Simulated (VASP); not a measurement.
# MoS2: single point with PBEsol

The system is MoS2.

```xyz
3
Lattice="1.5855 0.9154 6.1150 -1.5855 0.9154 6.1150 0.0000 -1.8308 6.1150" Properties=species:S:1:pos:R:3 pbc="T T T"
Mo    0.0000    0.0000    0.0000
S     0.0000    0.0000   13.7587
S     0.0000    0.0000    4.5862
```

- Program: VASP 6.6.1
- Task: single point
- Functional: PBEsol
- Potentials or basis: VASP PAW PBE potentials, release 64 (Mo_sv, S)
- Cutoff: 520 eV
- k mesh: 3 × 3 × 3
- Occupations: methfessel-paxton, width 0.1 eV
- Spin: no spin polarisation
- Dipole correction: no
- Further INCAR settings: ALGO = Normal; EDIFF = 1e-07; NBANDS = 20

* Pressure: 3.5 GPa
* Largest force: 0.160 eV/Å
* Band gap on the k mesh: zero (bands 13 and 14 overlap by 0.60 eV)

Forces on the atoms (eV/Å):
```
Mo   0.000  0.000  0.000
S    0.000  0.000  0.160
S    0.000  0.000 -0.160
```

Stress tensor (GPa, compression positive):
```
3.84 0.00 0.00
0.00 3.84 0.00
0.00 0.00 2.89
```

Levels at points of the mesh, in eV from the Fermi level:
| k point | band 11 | band 12 | band 13 | band 14 | band 15 | band 16 |
| --- | --- | --- | --- | --- | --- | --- |
| (0.00, 0.00, 0.00) | -1.21 | -0.99 | -0.99 | -0.06 | -0.06 | 3.52 |

Wall time 31 s on 1 thread of Intel Xeon 8259CL, on a shared host, peak memory 0.3 GiB.

Caveat: the k points lie up to 0.77 Å⁻¹ apart, too coarse for converged energies and pressures of a metal; the PAW data sets were made with another functional, which shifts forces and pressure a little.
